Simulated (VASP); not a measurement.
Here is a VASP 6.6.1 calculation.

Contents of INCAR:

```
PREC = Accurate ; ENCUT = 500
EDIFF = 1E-7 ; ISMEAR = 0
SIGMA = 0.01 ; LREAL = F
LASPH = T ; NELM = 120
ALGO = Normal ; ISIF = 3
LWAVE = F ; LCHARG = F
GGA = PS ; IBRION = 2
NSW = 100 ; EDIFFG = -0.002
PSTRESS = 150.0 ; GGA_COMPAT = F
NELMIN = 4
```

KPOINTS

```
regular mesh
0
Gamma
  8 8 8
```

The input POSCAR:

```
ZnS
1.0
    2.6777696014      2.6777696014      0.0000000000
   -2.6777696014      2.6777696014      0.0000000000
    0.0000000000      2.6777696014      2.6777696014
Zn S
1 1
Direct
    0.7500000000      0.2500000000      0.5000000000
    0.0000000000      0.0000000000      0.0000000000
```

Potentials or basis: VASP PAW PBE potentials, release 64 (Zn, S).

The run is started by

```bash
$ cat potpaw_PBE.64/Zn/POTCAR potpaw_PBE.64/S/POTCAR > POTCAR
$ mpirun -np 1 vasp_std > vasp.out
```

What does it give for the relaxed cell?

a = 3.618 Å, b = 3.618 Å, c = 3.618 Å, α = 60.00°, β = 60.00°, γ = 90.00°.

Estimate the relaxed volume.

16.75 Å³/atom.

What does it give for the band gap on the k mesh?

2.72 eV, direct.

Predict the space group after relaxing (to 0.05 Å).

F-43m (No. 216).

Final structure:
```
Zn S
1.0
     2.55845    2.55845    0.00000
    -2.55845    2.55845    0.00000
     0.00000    2.55845    2.55845
Zn S
1 1
Direct
  0.75000 0.25000 0.50000
  0.00000 0.00000 0.00000
```

Caveat: the cell is relaxed towards a set pressure, so the enthalpy falls and the energy may rise; the PAW data sets were made with another functional, which shifts forces and pressure a little. As with any semilocal functional, this PBEsol gap is likely too small.
